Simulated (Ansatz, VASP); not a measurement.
# BaS: VASP beside Ansatz

Contents of POSCAR:

```
BaS
1.0
    0.0000000000      3.2117958739      3.0219787378
    3.2117958739      0.0000000000      3.0219787378
    3.2117958739      3.2117958739      0.0000000000
Ba S
1 1
Direct
    0.0000000000      0.0000000000      0.0000000000
    0.5000000000      0.5000000000      0.5000000000
```

File INCAR.step1:

```
SYSTEM = BaS
ALGO = Normal
EDIFF = 1E-4
ENCUT = 520
GGA = PE
ISMEAR = 0
LASPH = .True.
LCHARG = .False.
LREAL = .False.
LWAVE = .True.
NBANDS = 15
NELM = 100
PREC = Accurate
SIGMA = 0.01
```

File INCAR.step2:

```
SYSTEM = BaS
ALGO = Normal
EDIFF = 1E-6
ENCUT = 520
ISIF = 2
ISMEAR = 0
ISTART = 1
LASPH = .True.
LCHARG = .True.
LELF = .True.
LMIXTAU = .True.
LREAL = .False.
LVHAR = .True.
LWAVE = .False.
METAGGA = R2SCAN
NBANDS = 15
NELM = 100
PREC = Accurate
SIGMA = 0.01
```

Contents of KPOINTS:

```
k-points
0
Gamma
  8 8 8
  0 0 0
```

Input for Ansatz:

```yaml
crystal:
  lattice:
    - [0.0, 3.2117958739, 3.0219787378]
    - [3.2117958739, 0.0, 3.0219787378]
    - [3.2117958739, 3.2117958739, 0.0]
  atoms:
    - { symbol: Ba, position: [0.0, 0.0, 0.0] }
    - { symbol: S, position: [0.5, 0.5, 0.5] }
kpoints:
  mp_grid: { grid: [8, 8, 8] }
  band_path:
    path:
      - [0.0, 0.0, 0.0]
      - [0.5, 0.0, 0.5]
      - [0.625, 0.25, 0.625]
      - [0.375, 0.375, 0.75]
      - [0.5, 0.5, 0.5]
      - [0.5, 0.25, 0.75]
    npoints: 1
hamiltonian:
  xc: r2scan
scf:
  occupations: { method: fixed }
  n_extra_bands: 4
output:
  forces: true
  stress: true
  eigenvalues: true
```

Change from the starting cell: uniaxial_z strain -5.9%.

Alike in both runs: task single point; functional r2SCAN; k mesh 8 × 8 × 8; no spin polarisation.

|  | VASP | Ansatz |
| --- | --- | --- |
| version | VASP 6.6.1 | Ansatz 0.2.0 |
| potentials or method | VASP PAW PBE potentials, release 64 (Ba_sv, S) | plane waves, PAW |
| plane-wave cutoff (eV) | 520 | 500 |
| occupations | gaussian, width 0.01 eV | fixed |
| valence electrons in the cell | 16 | 16 |

|  | VASP | Ansatz | Ansatz less VASP |
| --- | --- | --- | --- |
| gap on the k mesh at the Fermi level (eV) | 2.14 | 2.25 | +0.116 |
| pressure (GPa) | 4.4 | 3.7 | -0.74 |
| traceless stress, the component that is largest in VASP (GPa) | 5.38 | 4.96 | -0.417 |

VASP's potentials were made for PBE, not for r2SCAN.

Neither program's run includes spin-orbit coupling.
